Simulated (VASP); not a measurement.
# NiN2 (Pnnm) in VASP: notebook

The runs below take NiN2 through single point, relaxation of cell and atoms, with PBE.

Everything below comes from runs of VASP 6.6.1. Logs are shortened: lines on timing, memory, paths and dates and some standing lists are left out, and cuts for length are marked.

**1. The cell of the first run**

It takes space group Pnnm (No. 58, orthorhombic). The conventional cell has a = 3.752 Å, b = 4.632 Å, c = 2.866 Å, α = 90.00°, β = 90.00°, γ = 90.00°. Ni (site symmetry 2/m) has 6 N at 1.99 to 2.03 Å within 2.6 Å. N (site symmetry m) has 1 N at 1.27 Å within 1.7 Å.

**2. Single point, PBE**

INCAR

```
SYSTEM = NiN2
PREC = Accurate
ENCUT = 520
EDIFF = 1E-7
ISMEAR = 0
SIGMA = 0.1
LREAL = .False.
LASPH = .True.
NELM = 100
ALGO = Normal
ISIF = 2
LWAVE = .False.
LCHARG = .False.
GGA = PE
NBANDS = 29
```

KPOINTS

```
Automatic mesh
0
Gamma
  4 4 6
  0 0 0
```

POSCAR

```
NiN2
1.0
    3.7521231753      0.0000000000      0.0000000000
    0.0000000000      4.6318035590      0.0000000000
    0.0000000000      0.0000000000      2.8657805175
Ni N
2 4
Direct
    0.5000000000      0.5000000000      0.5000000000
    0.0000000000      0.0000000000      0.0000000000
    0.3674578402      0.9154561392      0.5000000000
    0.8674578402      0.5845438608      0.0000000000
    0.6325421598      0.0845438608      0.5000000000
    0.1325421598      0.4154561392      0.0000000000
```

Potentials or basis: VASP PAW PBE potentials, release 64 (Ni, N).

Started as:

```console
cat potpaw_PBE.64/Ni/POTCAR potpaw_PBE.64/N/POTCAR > POTCAR
mpirun -np 1 vasp_std > vasp.out
```

OUTCAR:

```text
SYSTEM = NiN2
   PREC = Accurate
   ENCUT = 520
   EDIFF = 1E-7
   ISMEAR = 0
   LREAL = .False.
   LASPH = .True.
   NELM = 100
   ISIF = 2
   GGA = PE

 ion  position               nearest neighbor table
   1  0.500  0.500  0.500-   3 1.99   5 1.99   4 2.03   6 2.03   4 2.03   6 2.03
   2  0.000  0.000  0.000-   4 1.99   6 1.99   5 2.03   3 2.03   3 2.03   5 2.03
   3  0.367  0.915  0.500-   5 1.27   1 1.99   2 2.03   2 2.03
   4  0.867  0.585  0.000-   6 1.27   2 1.99   1 2.03   1 2.03
   5  0.633  0.085  0.500-   3 1.27   1 1.99   2 2.03   2 2.03
   6  0.133  0.415  0.000-   4 1.27   2 1.99   1 2.03   1 2.03

  LATTYP: Found a simple orthorhombic cell.
 ALAT       =     2.8657805175
 B/A-ratio  =     1.3092849059
 C/A-ratio  =     1.6162450441

  Lattice vectors:

 A1 = (   0.0000000000,   0.0000000000,   2.8657805175)
 A2 = (   3.7521231753,   0.0000000000,   0.0000000000)
 A3 = (   0.0000000000,   4.6318035590,   0.0000000000)

Analysis of symmetry for initial positions (statically):
=====================================================================
 Subroutine PRICEL returns:
 Original cell was already a primitive cell.

 Routine SETGRP: Setting up the symmetry group for a
 simple orthorhombic supercell.

 Subroutine GETGRP returns: Found  8 space group operations
 (whereof  4 operations were pure point group operations)
 out of a pool of  8 trial point group operations.

The static configuration has the point symmetry C_2h.
 The point group associated with its full space group is D_2h.

Analysis of symmetry for dynamics (positions and initial velocities):
=====================================================================
 Subroutine PRICEL returns:
 Original cell was already a primitive cell.

 Routine SETGRP: Setting up the symmetry group for a
 simple orthorhombic supercell.

 Subroutine GETGRP returns: Found  8 space group operations
 (whereof  4 operations were pure point group operations)
 out of a pool of  8 trial point group operations.

The dynamic configuration has the point symmetry C_2h.
 The point group associated with its full space group is D_2h.

 Subroutine INISYM returns: Found  8 space group operations
 (whereof  4 operations are pure point group operations),
 and found     1 'primitive' translations

----------------------------------------------------------------------------------------

                                     Primitive cell

  volume of cell :      49.8047

  direct lattice vectors                    reciprocal lattice vectors
     3.752123175  0.000000000  0.000000000     0.266515771  0.000000000  0.000000000
     0.000000000  4.631803559  0.000000000     0.000000000  0.215898621  0.000000000
     0.000000000  0.000000000  2.865780518     0.000000000  0.000000000  0.348945076

  length of vectors
     3.752123175  4.631803559  2.865780518     0.266515771  0.215898621  0.348945076

  position of ions in fractional coordinates (direct lattice)
     0.500000000  0.500000000  0.500000000
     0.000000000  0.000000000  0.000000000
     0.367457840  0.915456139  0.500000000
     0.867457840  0.584543861  0.000000000
     0.632542160  0.084543861  0.500000000
     0.132542160  0.415456139  0.000000000

  ion indices of the primitive-cell ions
   primitive index   ion index
                 1           1
                 2           2
                 3           3
                 4           4
                 5           5
                 6           6

----------------------------------------------------------------------------------------

 KPOINTS: Automatic mesh

Automatic generation of k-mesh.
 Grid dimensions read from file:
 generate k-points for:    4    4    6

 Generating k-lattice:

  Cartesian coordinates                     Fractional coordinates (reciprocal lattice)
     0.066628943  0.000000000  0.000000000     0.250000000  0.000000000  0.000000000
     0.000000000  0.053974655  0.000000000     0.000000000  0.250000000  0.000000000
     0.000000000  0.000000000  0.058157513     0.000000000  0.000000000  0.166666667

  Length of vectors
     0.066628943  0.053974655  0.058157513

  Shift w.r.t. Gamma in fractional coordinates (k-lattice)
     0.000000000  0.000000000  0.000000000

 Subroutine IBZKPT returns following result:
 ===========================================

 Found     36 irreducible k-points:

 Following reciprocal coordinates:
            Coordinates               Weight
  0.000000  0.000000  0.000000      1.000000
  0.250000  0.000000  0.000000      2.000000
  0.500000  0.000000  0.000000      1.000000
  0.000000  0.250000  0.000000      2.000000
  0.250000  0.250000  0.000000      4.000000
  0.500000  0.250000  0.000000      2.000000
[... 16 lines left out ...]
  0.250000  0.250000  0.333333      8.000000
  0.500000  0.250000  0.333333      4.000000
 [... further k-points ...]
   k-points           NKPTS =     36   k-points in BZ     NKDIM =     36   number of bands    NBANDS=     29
   number of dos      NEDOS =    301   number of ions     NIONS =      6
   total plane-waves  NPLWV =  24192
   dimension x,y,z NGX =    28 NGY =   36 NGZ =   24
   dimension x,y,z NGXF=    56 NGYF=   72 NGZF=   48
   ions per type =               2   4
   NGX,Y,Z   is equivalent  to a cutoff of  12.41, 12.92, 13.92 a.u.
   NGXF,Y,Z  is equivalent  to a cutoff of  24.81, 25.84, 27.85 a.u.
 SYSTEM =  NiN2
   PREC   = accura    normal or accurate (medium, high low for compatibility)
   ISTART =      0    job   : 0-new  1-cont  2-samecut
   ICHARG =      2    charge: 1-file 2-atom 10-const
   ISPIN  =      1    spin polarized calculation?
   LNONCOLLINEAR =      F non collinear calculations
   LSORBIT =      F    spin-orbit coupling
   LASPH  =      T    aspherical Exc in radial PAW
   ENCUT  =  520.0 eV  38.22 Ry    6.18 a.u.   6.98  8.61  5.33*2*pi/ulx,y,z
   NELM   =    100;   NELMIN=  2; NELMDL= -5     # of ELM steps
   EDIFF  = 0.1E-06   stopping-criterion for ELM
   LREAL  =      F    real-space projection
   EDIFFG = 0.1E-05   stopping-criterion for IOM
   NSW    =      0    number of steps for IOM
   IBRION =     -1    ionic relax: 0-MD 1-quasi-New 2-CG
   NFREE  =      0    steps in history (QN), initial steepest desc. (CG)
   ISIF   =      2    stress and relaxation
   ISYM   =      2    0-nonsym 1-usesym 2-fastsym
   POTIM  = 0.5000    time-step for ionic-motion
   TEBEG  =    0.0;   TEEND  =   0.0 temperature during run
   PSTRESS=    0.0 pullay stress
   NELECT =      40.0000    total number of electrons
   NUPDOWN=      -1.0000    fix difference up-down
   EMIN   =  10.00;   EMAX   =-10.00  energy-range for DOS
   EFERMI =   0.00;   METHOD = LEGACY
   ISMEAR =     0;   SIGMA  =   0.10  broadening in eV -4-tet -1-fermi 0-gaus
   EFERMI_NEDOS =   21; number of points for ismear=-14 and -15
   IALGO  =     38    algorithm
   IMIX   =      4    mixing-type and parameters
     AMIX     =   0.40;   BMIX     =  1.00
     AMIX_MAG =   1.60;   BMIX_MAG =  1.00
  volume/ion in A,a.u.               =       8.30        56.02
  Fermi-wavevector in a.u.,A,eV,Ry     =   1.521732  2.875656 31.506571  2.315668
  Thomas-Fermi vector in A             =   2.630407
   LORBIT       =      0    0 simple, 1 ext, 2 COOP (PROOUT), +10 PAW based schemes
   GGA     = PE    functional components
   LHFCALC =     F    Hartree Fock is set to
   AEXX    =    0.0000 exact exchange contribution
   IVDW    =     0    specifies the selected vdW correction
   LEPSILON=     F    determine dielectric tensor
   LRPA    =     F    only Hartree local field effects (RPA)
 non-spin polarized calculation
 Gauss-broadening in eV      SIGMA  =   0.10
  energy-cutoff  :      520.00
  volume of cell :       49.80
 maximum number of plane-waves:      1360
 NGX is ok and might be reduce to    28
   NGX = 13   NGY = 17   NGZ = 11

 number of electron      40.0000006 magnetization

 Free energy of the ion-electron system (eV)
  ---------------------------------------------------
  ext. energy  EPLUGINS =         0.00000000
  ---------------------------------------------------
  free energy    TOTEN  =       -42.73603400 eV

  energy without entropy =      -42.72340440  energy(sigma->0) =      -42.72971920

 E-fermi :   7.9949     XC(G=0): -12.6007

 val. band max:        7.9765127905   @ k =   0.2500   0.2500   0.3333
 cond. band min:       8.0164013468   @ k =   0.2500   0.2500   0.3333
 fundamental gap:      0.0398885563
 Fermi energy:         7.9949059189

 k-point     1 :       0.0000    0.0000    0.0000
  band No.  band energies     occupation
      1     -14.0442      2.00000
      2     -13.0703      2.00000
      3      -3.7144      2.00000
      4      -3.0346      2.00000
      5      -0.6501      2.00000
      6       0.2694      2.00000
[... 21 lines left out ...]
     28      18.1160      0.00000
     29      20.8751      0.00000

 k-point     2 :       0.2500    0.0000    0.0000
  band No.  band energies     occupation
      1     -13.8301      2.00000
      2     -13.1191      2.00000
      3      -3.9404      2.00000
      4      -3.8741      2.00000
      5      -1.2585      2.00000
      6       0.4275      2.00000
[... 21 lines left out ...]
     28      19.4192      0.00000
     29      19.4495      0.00000

 k-point     3 :       0.5000    0.0000    0.0000
  band No.  band energies     occupation
      1     -13.3900      2.00000
      2     -13.3900      2.00000
      3      -4.3779      2.00000
      4      -4.3779      2.00000
      5      -0.7987      2.00000
      6      -0.7987      2.00000
[... 21 lines left out ...]
     28      18.1628      0.00000
     29      20.5472      0.00000

 k-point     4 :       0.0000    0.2500    0.0000
  band No.  band energies     occupation
      1     -13.8948      2.00000
      2     -13.2016      2.00000
      3      -3.7368      2.00000
      4      -3.1613      2.00000
      5      -0.8794      2.00000
      6      -0.2404      2.00000
[... 21 lines left out ...]
     28      19.0213      0.00000
     29      21.0446      0.00000

 k-point     5 :       0.2500    0.2500    0.0000
  band No.  band energies     occupation
      1     -13.7080      2.00000
      2     -13.1996      2.00000
      3      -4.2918      2.00000
      4      -3.9704      2.00000
      5      -1.0212      2.00000
      6       0.7705      2.00000
[... 21 lines left out ...]
     28      19.1154      0.00000
     29      20.0056      0.00000
[... 510 lines left out ...]
     28      19.5608      0.00000
     29      20.5922      0.00000

 k-point    22 :       0.0000    0.2500    0.3333
  band No.  band energies     occupation
      1     -13.3305      2.00000
      2     -12.9549      2.00000
      3      -3.4586      2.00000
      4      -3.2285      2.00000
      5      -0.9047      2.00000
      6      -0.2483      2.00000
[... 21 lines left out ...]
     28      18.9063      0.00000
     29      20.5356      0.00000

 k-point    23 :       0.2500    0.2500    0.3333
  band No.  band energies     occupation
      1     -13.2372      2.00000
      2     -12.9686      2.00000
      3      -3.6550      2.00000
      4      -3.5233      2.00000
      5      -0.8863      2.00000
      6       0.3515      2.00000
[... 21 lines left out ...]
     28      19.5184      0.00000
     29      20.0363      0.00000

 k-point    24 :       0.5000    0.2500    0.3333
  band No.  band energies     occupation
      1     -13.0622      2.00000
      2     -13.0622      2.00000
      3      -3.8292      2.00000
      4      -3.8292      2.00000
      5      -0.1767      2.00000
      6      -0.1767      2.00000
[... 21 lines left out ...]
     28      19.3050      0.00000
     29      20.2613      0.00000

 [... further k-points ...]
[... 5 lines left out ...]
  --------------------------------------------------------------------------------------
  -------------------------------------------------------------------------------------
  Total        0.2556989      0.1574465      0.1760000      0.0000000      0.0000000      0.0000000
  in kB        8.2256326      5.0649284      5.6617828      0.0000000      0.0000000      0.0000000
  external PRESSURE =       6.3174480 kB  Pullay stress =       0.0000000 kB

 VOLUME and BASIS-vectors are now :
 -----------------------------------------------------------------------------
  energy-cutoff  :      520.00
  volume of cell :       49.80
      direct lattice vectors                 reciprocal lattice vectors
     3.752123175  0.000000000  0.000000000     0.266515771  0.000000000  0.000000000
     0.000000000  4.631803559  0.000000000     0.000000000  0.215898621  0.000000000
     0.000000000  0.000000000  2.865780518     0.000000000  0.000000000  0.348945076

 POSITION                                       TOTAL-FORCE (eV/Angst)
 -----------------------------------------------------------------------------------
      1.87606      2.31590      1.43289         0.000000     -0.000000      0.000000
      0.00000      0.00000      0.00000         0.000000     -0.000000      0.000000
      1.37875      4.24021      1.43289         0.048714      0.041398      0.000000
      3.25481      2.70749      0.00000         0.048714     -0.041398      0.000000
      2.37338      0.39159      1.43289        -0.048714     -0.041398     -0.000000
      0.49731      1.92431      0.00000        -0.048714      0.041398      0.000000
 -----------------------------------------------------------------------------------
    total drift:                                0.000000      0.000000      0.000000

  FREE ENERGIE OF THE ION-ELECTRON SYSTEM (eV)
  ---------------------------------------------------
  free  energy   TOTEN  =       -42.7360339958 eV

  energy  without entropy=      -42.7234044045  energy(sigma->0) =      -42.72971920
```

It took 28 s on 1 thread of Intel Xeon 6975P-C (Granite Rapids), shared host; peak memory 0.18 GiB.

Results:

```
Free energy            : -42.7360 eV
Pressure               : 0.6 GPa
Largest force          : 0.064 eV/Å
Band gap on the k mesh : zero (band 20 reaches 8.04 eV, above the bottom of band 21 at 7.83 eV)
```

Forces in eV/Å, atoms in the order of the input:
```
Ni   0.000  0.000  0.000
Ni   0.000  0.000  0.000
N    0.049  0.041  0.000
N    0.049 -0.041  0.000
N   -0.049 -0.041  0.000
N   -0.049  0.041  0.000
```

Levels at points of the mesh, in eV from the Fermi level:
| k point | band 16 | band 17 | band 18 | band 19 | band 20 | band 21 | band 22 | band 23 | band 24 | band 25 |
| --- | --- | --- | --- | --- | --- | --- | --- | --- | --- | --- |
| (0.00, 0.00, 0.00) | -2.26 | -2.03 | -1.86 | -1.85 | -1.75 | 0.87 | 3.67 | 3.83 | 4.14 | 8.39 |
| (0.50, 0.00, 0.00) | -2.11 | -1.74 | -1.74 | -0.37 | -0.37 | 1.70 | 1.70 | 2.28 | 2.28 | 7.55 |
| (0.00, 0.50, 0.00) | -2.09 | -1.59 | -1.59 | -1.01 | -1.01 | 0.85 | 0.85 | 3.52 | 3.52 | 7.78 |
| (0.50, 0.50, 0.00) | -1.84 | -0.20 | -0.20 | 0.04 | 0.04 | 0.32 | 0.32 | 1.26 | 1.26 | 8.23 |
| (0.00, 0.00, 0.50) | -2.12 | -1.33 | -1.33 | -0.21 | -0.21 | 0.20 | 0.20 | 1.49 | 1.49 | 9.31 |
| (0.50, 0.00, 0.50) | -2.33 | -1.88 | -1.88 | -1.07 | -1.07 | 1.09 | 1.09 | 3.79 | 3.79 | 10.09 |
| (0.00, 0.50, 0.50) | -1.32 | -1.27 | -1.27 | -0.36 | -0.36 | -0.16 | -0.16 | 0.20 | 0.20 | 10.33 |
| (0.50, 0.50, 0.50) | -2.07 | -1.45 | -1.45 | -1.24 | -1.24 | 1.47 | 1.47 | 2.75 | 2.75 | 8.32 |

Caveat: the k points lie up to 0.42 Å⁻¹ apart; the run has no spin polarisation, though such a crystal can be magnetic. Spin polarisation is off, so any magnetic state and its effect on volume and gap are missing.

[end of part 1 of 2]
